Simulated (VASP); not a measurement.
Wanted: the native input for a VASP 6.6.1 run.

| Quantity | Value |
| --- | --- |
| Task | single point |
| Functional | PBE |
| Potentials or basis | VASP PAW PBE potentials, release 64 (Al, N) |
| Cutoff | 520 eV |
| k mesh | 10 × 10 × 10 |
| Occupations | gaussian, width 0.05 eV |
| Spin | no spin polarisation |
| Dipole correction | no |
| Further INCAR settings | ALGO = Normal; EDIFF = 1e-07; NBANDS = 11 |

The structure of AlN lies in POSCAR:

```
AlN
1.0
    0.0000000000      2.2346109109      2.2015871043
    2.2346109109      0.0000000000      2.2015871043
    2.2346109109      2.2346109109      0.0000000000
Al N
1 1
Direct
    0.0000000000      0.0000000000      0.0000000000
    0.7500000000      0.7500000000      0.7500000000
```

This cell differs from its parent crystal: strain +0.015 along x and y, +0.000 along z.

One way to write it, as run:

INCAR

```
PREC     = Accurate       # precision mode
ENCUT    = 520            # plane-wave cutoff, eV
EDIFF    = 1E-7           # SCF threshold, eV
ISMEAR   = 0              # smearing method
SIGMA    = 0.05           # smearing width, eV
LREAL    = False          # projectors in reciprocal space
LASPH    = True           # aspherical terms in the spheres
NELM     = 100            # most SCF steps
ALGO     = Normal         # electronic algorithm
ISIF     = 2              # what is computed and relaxed
LWAVE    = False          # write WAVECAR
LCHARG   = False          # write CHGCAR
GGA      = PE             # functional
NBANDS   = 11             # bands
```

KPOINTS

```
regular mesh
0
Gamma
  10 10 10
```

Potentials or basis: VASP PAW PBE potentials, release 64 (Al, N).

Run with:

```sh
$ cat potpaw_PBE.64/Al/POTCAR potpaw_PBE.64/N/POTCAR > POTCAR
$ mpirun -np 1 vasp_std > vasp.out
```

Results of the run:

```yaml
Pressure: -5.7 GPa
Band_gap_on_the_k_mesh: 3.21 eV, indirect (least direct gap 3.69 eV)
```

Caveat: the cell differs from its parent crystal (strain +0.015 along x and y, +0.000 along z).

Run time: 13 s on 1 thread of Intel(R) Xeon(R) Platinum 8488C (Sapphire Rapids), with other jobs on the host, peak memory 0.14 GiB.
